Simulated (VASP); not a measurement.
**GaAs: electric field gradients with LDA**

GaAs:

```
CELL_PARAMETERS angstrom
0.00000 2.76914 2.76914
2.76914 0.00000 2.76914
2.76914 2.76914 0.00000
ATOMIC_POSITIONS crystal
Ga 0.00000 0.00000 0.00000
As 0.75000 0.75000 0.75000
```

This cell differs from its parent crystal: volume scaled by 0.94.

```
Program                : VASP 6.6.1
Task                   : electric field gradients
Functional             : LDA
Potentials or basis    : VASP PAW LDA potentials, release 64 (Ga_d, As)
Cutoff                 : 520 eV
k mesh                 : 10 × 10 × 10
Occupations            : fermi-dirac, width 0.08 eV
Spin                   : no spin polarisation
Dipole correction      : no
Further INCAR settings : ALGO = Normal; EDIFF = 1e-08; NBANDS = 16
```

The pressure is 3.2 GPa. The band gap on the k mesh is 0.81 eV, direct.

Levels at points of the mesh, in eV from the valence-band top:
```tsv
k point	band 5	band 6	band 7	band 8	band 9	band 10	band 11	band 12	band 13	band 14
(0.00, 0.00, 0.00)	-14.96	-13.23	0.00	0.00	0.00	0.81	3.69	3.69	3.69	7.54
(0.50, 0.00, 0.00)	-14.95	-11.26	-7.04	-1.24	-1.24	1.04	4.60	4.60	7.62	10.68
(0.50, 0.50, 0.00)	-14.94	-10.44	-7.17	-2.92	-2.92	1.22	1.51	10.54	10.54	11.37
```

It used 41 s of CPU time on 1 thread of AMD EPYC 7R13 Processor (Zen 3), with other jobs on the host.

Caveat: without QUAD_EFG the Cq values of the log hold for a quadrupole moment of 1 mb, not for the nuclei. A k mesh can miss the band edges.
